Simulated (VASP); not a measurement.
Write the native input for VASP 6.6.1 that does the following.

```yaml
Task: single point
Functional: PBE
Potentials_or_basis: VASP PAW PBE potentials, release 64 (Hg, Mn_pv)
Cutoff: 520 eV
k_mesh: 7 × 7 × 7
Occupations: fermi-dirac, width 0.05 eV
Spin: collinear spin, ferromagnetic start
Starting_moments: "[0.0, 8.0] μB"
Fixed_moment: 8 μB
Dipole_correction: no
Further_INCAR_settings: ALGO = Normal; EDIFF = 1e-06; NBANDS = 24
```

The structure of MnHg lies in POSCAR:

```
MnHg
1.0
    3.3150000000      0.0000000000      0.0000000000
    0.0000000000      3.3150000000      0.0000000000
    0.0000000000      0.0000000000      3.3150000000
Hg Mn
1 1
Direct
    0.0000000000      0.0000000000      0.0000000000
    0.5000000000      0.5000000000      0.5000000000
```

These files were run (other wordings do the same):

INCAR

```
PREC     = Accurate       # precision mode
ENCUT    = 520            # plane-wave cutoff, eV
EDIFF    = 1E-6           # SCF threshold, eV
ISMEAR   = -1             # smearing method
SIGMA    = 0.05           # smearing width, eV
LREAL    = False          # projectors in reciprocal space
LASPH    = True           # aspherical terms in the spheres
NELM     = 150            # most SCF steps
ALGO     = Normal         # electronic algorithm
ISIF     = 2              # what is computed and relaxed
LWAVE    = False          # write WAVECAR
LCHARG   = False          # write CHGCAR
ISPIN    = 2              # spin polarisation
MAGMOM   = 0 8            # initial moments
LORBIT   = 11             # projections on sites
NUPDOWN  = 8.0            # fixed moment
LMAXMIX  = 4              # l up to which the mixer works
GGA      = PE             # functional
NBANDS   = 24             # bands
```

KPOINTS

```
Automatic mesh
0
Gamma
  7 7 7
```

Potentials or basis: VASP PAW PBE potentials, release 64 (Hg, Mn_pv).

Run with:

```console
$ cat potpaw_PBE.64/Hg/POTCAR potpaw_PBE.64/Mn_pv/POTCAR > POTCAR
$ mpirun -np 1 vasp_std > vasp.out
```

Results of the run:

The pressure is 54.1 GPa and the net moment is 8.00 μB per cell. The site moments are Hg +1.12; Mn +5.16 μB. The valence electrons inside the program's atomic spheres are Hg 10.63; Mn 11.36.

Caveat: the total moment is fixed, so each spin has its own Fermi level.

Run time: 25 s on 1 thread of Intel(R) Xeon(R) Platinum 8488C (Sapphire Rapids) (shared host), peak memory 0.18 GiB.
